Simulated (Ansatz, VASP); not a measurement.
## One calculation of Li, two programs

The input INCAR:

```
SYSTEM = Li
PREC = Accurate
ENCUT = 520
EDIFF = 1E-6
ISMEAR = -1
SIGMA = 0.08
LREAL = .FALSE.
LASPH = .TRUE.
NELM = 80
ALGO = Normal
ISIF = 2
LWAVE = .FALSE.
LCHARG = .FALSE.
GGA = PE
NBANDS = 10
```

The input KPOINTS:

```
regular mesh
0
G
  15 15 8
  0 0 0
```

Contents of POSCAR:

```
Li
1.0
    3.1110021516      0.0466650323      0.0466650323
   -1.5150879724      2.6708743784      0.0170805873
    0.0763950000      0.0763950000      5.0930000000
Li
2
Direct
    0.3333333333      0.6666666667      0.2500000000
    0.6666666667      0.3333333333      0.7500000000
```

Input for Ansatz:

```yaml
crystal:
  lattice:
    - [3.1110021516, 0.0466650323, 0.0466650323]
    - [-1.5150879724, 2.6708743784, 0.0170805873]
    - [0.076395, 0.076395, 5.093]
  atoms:
    - { symbol: Li, position: [0.3333333333, 0.6666666667, 0.25] }
    - { symbol: Li, position: [0.6666666667, 0.3333333333, 0.75] }
kpoints:
  mp_grid: { grid: [15, 15, 8] }
  band_path:
    path:
      - [0.0, 0.0, 0.0]
      - [0.0, -0.5, 0.0]
      - [0.0, 0.0, 0.5]
      - [0.0, 0.0, 0.0]
      - [-0.5, 0.0, 0.0]
      - [-0.5, 0.5, -0.5]
      - [0.0, 0.0, 0.0]
      - [-0.5, 0.0, -0.5]
      - [-0.5, 0.5, 0.0]
    npoints: 5
scf:
  occupations: { method: fermi_dirac, width: 0.08 }
hamiltonian:
  xc: pbe
  pseudopotentials: { kind: all_electron, lapw: { basis_error: 0.0005 } }
output:
  forces: true
  stress: true
  eigenvalues: true
```

Change from the starting cell: equal xy, yz and zx shear strains of +3 %.

Alike in both runs: task single point; functional PBE; k mesh 15 × 15 × 8; occupations fermi-dirac, width 0.08 eV; no spin polarisation.

|  | VASP | Ansatz |
| --- | --- | --- |
| version | VASP 6.6.1 | Ansatz 0.2.0 |
| potentials or method | VASP PAW PBE potentials, release 64 (Li_sv), cutoff 520 eV | all-electron LAPW, scalar-relativistic |

```tsv
	VASP	Ansatz	Ansatz less VASP
rms of the force components (eV/Å)	0.006	0.005	0.0000
```

Atom by atom the forces differ by 0.000 eV/Å (rms over components). Ansatz ran all-electron here, and VASP with PAW potentials.

Noted on VASP's run: the cutoff is under 1.25 times that of the potentials, so the pressure is a little rough.
